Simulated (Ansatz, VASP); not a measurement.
# Pt3PbC in VASP and in Ansatz

The input INCAR:

```
SYSTEM = Pt3PbC
PREC = Accurate
ENCUT = 520
EDIFF = 1E-6
ISMEAR = -1
SIGMA = 0.1
LREAL = .False.
LASPH = .True.
NELM = 100
ALGO = Normal
ISIF = 2
LWAVE = .False.
LCHARG = .False.
GGA = PE
NBANDS = 32
```

Contents of KPOINTS:

```
Automatic mesh
0
Gamma
  5 5 5
  0 0 0
```

POSCAR

```
Pt3PbC
1.0
    4.2743331162      0.0000000000      0.0000000000
    0.0000000000      4.2743331162      0.0000000000
    0.0000000000      0.0000000000      4.2743331162
Pt Pb C
3 1 1
Direct
    0.0000000000      0.5000000000      0.5000000000
    0.5000000000      0.5000000000      0.0000000000
    0.5000000000      0.0000000000      0.5000000000
    0.0000000000      0.0000000000      0.0000000000
    0.5000000000      0.5000000000      0.5000000000
```

Input for Ansatz:

```yaml
crystal:
  lattice:
    - [4.274333116238913, 0.0, 0.0]
    - [0.0, 4.274333116238913, 0.0]
    - [0.0, 0.0, 4.274333116238913]
  atoms:
    - { symbol: Pt, position: [0.0, 0.5, 0.5] }
    - { symbol: Pt, position: [0.5, 0.5, 0.0] }
    - { symbol: Pt, position: [0.5, 0.0, 0.5] }
    - { symbol: Pb, position: [0.0, 0.0, 0.0] }
    - { symbol: C, position: [0.5, 0.5, 0.5] }
basis:
  ecutwfc: 550.0
kpoints:
  mp_grid:
    grid: [5, 5, 5]
hamiltonian:
  xc: pbe
scf:
  occupations:
    method: fermi_dirac
output:
  stress: true
```

Alike in both runs: task single point; functional PBE; k mesh 5 × 5 × 5; no spin polarisation.

```csv
,VASP,Ansatz
version,VASP 6.6.1,Ansatz 0.2.0
potentials or method,"VASP PAW PBE potentials, release 64 (Pt, Pb_d, C), cutoff 520 eV","plane waves, PAW"
occupations,"fermi-dirac, width 0.1 eV",fermi-dirac
valence electrons in the cell,48,72
```

Ansatz gave:

```
pressure (GPa) : 8.7
```

Problem. What did VASP give for the same quantities?

Solution. Pressure (GPa): 8.6.

VASP's potentials hold 48 valence electrons a cell and Ansatz's 72, so a difference there can come from the potentials and not from the codes.

Neither program's run includes spin-orbit coupling.
